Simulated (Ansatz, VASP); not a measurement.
# Zr in VASP and in Ansatz

INCAR

```
SYSTEM = Zr
PREC = Accurate ; ENCUT = 600
EDIFF = 1E-6 ; ISMEAR = -1
SIGMA = 0.05 ; LREAL = .False.
LASPH = .True. ; NELM = 150
ALGO = Normal ; ISIF = 3
LWAVE = .False. ; LCHARG = .False.
LMAXMIX = 4 ; LDAU = .True.
LDAUTYPE = 2 ; LDAUL = 2
LDAUU = 4 ; LDAUJ = 0
LDAUPRINT = 1 ; GGA = PS
IBRION = 2 ; NSW = 100
EDIFFG = -0.002
```

The input KPOINTS:

```
Automatic mesh
0
Gamma
  12 12 6
  0 0 0
```

POSCAR

```
Zr
1.0
    3.2320000000      0.0000000000      0.0000000000
   -1.6160000000      2.7989941050      0.0000000000
    0.0000000000      0.0000000000      5.1470000000
Zr
2
Direct
    0.3333333333      0.6666666667      0.2500000000
    0.6666666667      0.3333333333      0.7500000000
```

Input for Ansatz:

```yaml
crystal:
  lattice:
    - [3.23199999999, 0.0, 0.0]
    - [-1.61599999999, 2.79899410502, 0.0]
    - [0.0, 0.0, 5.147]
  atoms:
    - { symbol: Zr, position: [0.333333333333, 0.666666666667, 0.25] }
    - { symbol: Zr, position: [0.666666666667, 0.333333333333, 0.75] }
kpoints:
  mp_grid: { grid: [12, 12, 6] }
scf:
  occupations: { method: fermi_dirac, width: 0.05 }
  initial_density: { chi_scale: 0.1 }
hamiltonian:
  xc: pbesol
  pseudopotentials: { kind: paw }
  hubbard: { sites: [{ species: Zr, l: d, u_eff: 4.0 }], double_counting: fll }
relax:
  f_tol: 0.002
  max_steps: 80
  cell: {}
output:
  forces: true
  stress: true
```

Alike in both runs: task relaxation of cell and atoms; functional PBEsol; k mesh 12 × 12 × 6; occupations fermi-dirac, width 0.05 eV; no spin polarisation; Hubbard terms Zr d U = 4.0 eV.

|  | VASP | Ansatz |
| --- | --- | --- |
| version | VASP 6.6.1 | Ansatz 0.2.0 |
| potentials or method | VASP PAW PBE potentials, release 64 (Zr_sv) | PAW with Ansatz's default frozen-core files, scalar-relativistic |
| plane-wave cutoff (eV) | 600 | 420 |
| valence electrons in the cell | 24 | 24 |

```tsv
	VASP	Ansatz	Ansatz less VASP
relaxed volume (Å³/atom)	24.96	23.71	-1.254
relaxed cell length with the largest relative difference (Å)	3.309	3.252	-0.0568
```

VASP's potentials were made for PBE, not for PBEsol. The programs project onto different local orbitals, so the same U acts differently, and such runs can settle in different states. Ansatz's warnings: filled band counts differ across k points.
